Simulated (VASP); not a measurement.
A run of VASP 6.6.1 is set up as follows.

File INCAR:

```
  PREC = Accurate
  ENCUT = 520
  EDIFF = 1E-6
  ISMEAR = -1
  SIGMA = 0.1
  LREAL = False
  LASPH = True
  NELM = 80
  ALGO = Normal
  ISIF = 2
  LWAVE = False
  LCHARG = False
  GGA = PS
  NBANDS = 13
```

File KPOINTS:

```
Automatic mesh
0
Gamma
  15 15 15
```

The input POSCAR:

```
Ru
1.0
    2.0326732121      0.0000000000      0.0000000000
    0.0000000000      2.0326732121      0.0000000000
    0.0000000000      0.0000000000      2.0326732121
Ru
1
Direct
    0.0000000000      0.0000000000      0.0000000000
```

Potentials or basis: VASP PAW PBE potentials, release 64 (Ru_pv).

Launch:

```console
$ cat potpaw_PBE.64/Ru_pv/POTCAR > POTCAR
$ mpirun -np 1 vasp_std > vasp.out
```

Task: Predict the band gap on the k mesh.

Result: Zero (band 7 reaches 30.28 eV, above the bottom of band 8 at 22.12 eV).

Task: Predict the pressure.

Result: 587.4 GPa.

Caveat: the PAW data sets were made with another functional, which shifts forces and pressure a little.
